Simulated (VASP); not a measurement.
Cl: relaxation of the atoms with PBE+D3(BJ)

System: Cl.

```
CELL_PARAMETERS angstrom
8.43433 0.00000 0.00000
0.00000 8.43433 0.00000
0.00000 0.00000 8.43433
ATOMIC_POSITIONS crystal
Cl 0.33202 0.08193 0.84506
Cl 0.48531 0.20241 0.70697
Cl 0.89503 0.87054 0.76062
Cl 0.68008 0.82844 0.85604
Cl 0.96769 0.36727 0.68389
Cl 0.99393 0.36824 0.44642
Cl 0.60960 0.99248 0.43332
Cl 0.66196 0.01011 0.20089
Cl 0.18144 0.99851 0.42928
Cl 0.23144 0.90725 0.21422
Cl 0.82846 0.53475 0.03860
Cl 0.60691 0.50290 0.12214
Cl 0.24462 0.64298 0.87440
Cl 0.32538 0.69661 0.65604
Cl 0.28951 0.34901 0.23292
Cl 0.46134 0.27810 0.38300
```

```json
{
 "Program": "VASP 6.6.1",
 "Task": "relaxation of the atoms",
 "Functional": "PBE",
 "Dispersion": "D3(BJ)",
 "Potentials or basis": "VASP PAW PBE potentials, release 64 (Cl)",
 "Cutoff": "520 eV",
 "k mesh": "1 × 1 × 1",
 "Occupations": "fermi-dirac, width 0.02 eV",
 "Spin": "no spin polarisation",
 "Dipole correction": "no",
 "Further INCAR settings": "LREAL = Auto; ALGO = Normal; EDIFF = 1e-06; IBRION = 2; EDIFFG = -0.3; NSW = 35"
}
```

```
Energy gained by relaxing    : 75.5 meV/atom
Ionic steps                  : 18
Pressure after relaxing      : -0.3 GPa
Largest force after relaxing : 0.284 eV/Å
Dispersion energy per atom   : -0.109 eV
```

Forces in eV/Å, atoms in the order of the input:
```
Cl   0.051 -0.002 -0.089
Cl  -0.141  0.134 -0.116
Cl   0.213 -0.058  0.132
Cl   0.055 -0.009 -0.007
Cl   0.060  0.116  0.057
Cl  -0.221  0.075 -0.046
Cl  -0.238  0.048  0.022
Cl   0.046 -0.070 -0.158
Cl  -0.076 -0.030  0.025
Cl   0.045  0.026  0.029
Cl   0.230 -0.167  0.004
Cl   0.024 -0.142  0.142
Cl   0.000  0.168 -0.224
Cl  -0.020 -0.111  0.093
Cl  -0.122  0.023 -0.101
Cl   0.095 -0.001  0.235
```

Stress tensor (GPa, compression positive):
```
-0.24 -0.08 -0.05
-0.08 -0.02 -0.13
-0.05 -0.13 -0.64
```

The path:
```tsv
step	energy change (eV)	largest force (eV/Å)	pressure (GPa)
1	0.0000	1.1922	0.29
2	-0.1693	1.0384	1.05
3	-0.1744	1.2081	1.22
4	-0.3157	0.9616	0.97
5	-0.6045	0.3486	0.26
6	-0.7134	1.1861	-0.94
7	-0.7364	0.8975	-0.64
8	-0.8360	0.4639	-0.35
9	-0.8839	0.4714	0.06
10	-0.9185	0.3157	-0.04
11	-0.9696	0.6552	-0.37
12	-0.9897	0.5965	-0.41
13	-1.0394	0.4542	-0.53
14	-1.0766	0.8053	-0.84
15	-1.1089	0.7189	-0.76
16	-1.1520	0.7824	-0.57
17	-1.1914	0.4917	-0.45
18	-1.2073	0.2842	-0.30
```

Final structure:
```xyz
16
Lattice="8.4343 0.0000 0.0000 0.0000 8.4343 0.0000 0.0000 0.0000 8.4343" Properties=species:S:1:pos:R:3 pbc="T T T"
Cl    2.6408    0.6018    7.2717
Cl    4.0937    1.9460    6.9914
Cl    7.6960    7.3165    6.5119
Cl    5.7316    7.5331    6.7708
Cl    7.7708    3.1392    5.9174
Cl    8.0318    3.3103    3.9274
Cl    5.8463    7.6346    3.6822
Cl    5.8566    7.9213    1.6796
Cl    1.1632    8.1691    3.4952
Cl    1.9348    7.4905    1.7842
Cl    7.4825    4.1390    0.6355
Cl    5.4908    4.4146    0.4631
Cl    2.3100    5.4757    7.6242
Cl    2.5602    5.6016    5.6314
Cl    2.5677    3.6333    1.1497
Cl    3.0007    2.9088    2.9590
```

Levels at points of the mesh, in eV from the Fermi level:
| k point | band 53 | band 54 | band 55 | band 56 | band 57 | band 58 | band 59 | band 60 |
| --- | --- | --- | --- | --- | --- | --- | --- | --- |
| (0.00, 0.00, 0.00) | -0.73 | -0.68 | -0.67 | -0.56 | 1.29 | 1.73 | 1.97 | 2.07 |

Run time: 16 min on 1 thread of Oxide Virtual Turin-like Processor, with other jobs on the host, peak memory 0.56 GiB.

Caveat: the k points lie up to 0.74 Å⁻¹ apart; the relaxation stopped at a loose force limit of 0.3 eV/Å, so its end isn't a converged minimum.
